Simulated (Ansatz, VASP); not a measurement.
# NiO2 in VASP and in Ansatz

```xyz
3
Lattice="2.8420 0.0000 0.0000 -1.4210 2.4612 0.0000 0.0000 0.0000 4.7717" Properties=species:S:1:pos:R:3 pbc="T T T"
Ni    0.0000    0.0000    2.3859
O     1.4210    0.8204    3.5212
O     0.0000    1.6408    1.2505
```

Alike in both runs: task single point; functional PBEsol; k mesh 12 × 12 × 6; occupations gaussian, width 0.05 eV; no spin polarisation.

|  | VASP | Ansatz |
| --- | --- | --- |
| version | VASP 6.6.1 | Ansatz 0.2.0 |
| potentials or method | VASP PAW PBE potentials, release 64 (Ni, O), cutoff 520 eV | scalar-relativistic, plane waves, PAW |
| valence electrons in the cell | 22 | 30 |

|  | VASP | Ansatz | Ansatz less VASP |
| --- | --- | --- | --- |
| gap on the k mesh at the Fermi level (eV) | 0.63 | 0.65 | +0.025 |
| least direct gap on the mesh (eV) | 0.67 | 0.69 | +0.020 |
| pressure (GPa) | -26.7 | -26.9 | -0.27 |
| traceless stress, the component that is largest in VASP (GPa) | -8.18 | -8.19 | -0.013 |
| rms of the force components (eV/Å) | 1.491 | 1.529 | +0.0372 |

VASP's potentials were made for PBE, not for PBEsol. Atom by atom the forces differ by 0.037 eV/Å (rms over components). VASP's potentials hold 22 valence electrons a cell and Ansatz's 30, so a difference there can come from the potentials and not from the codes.
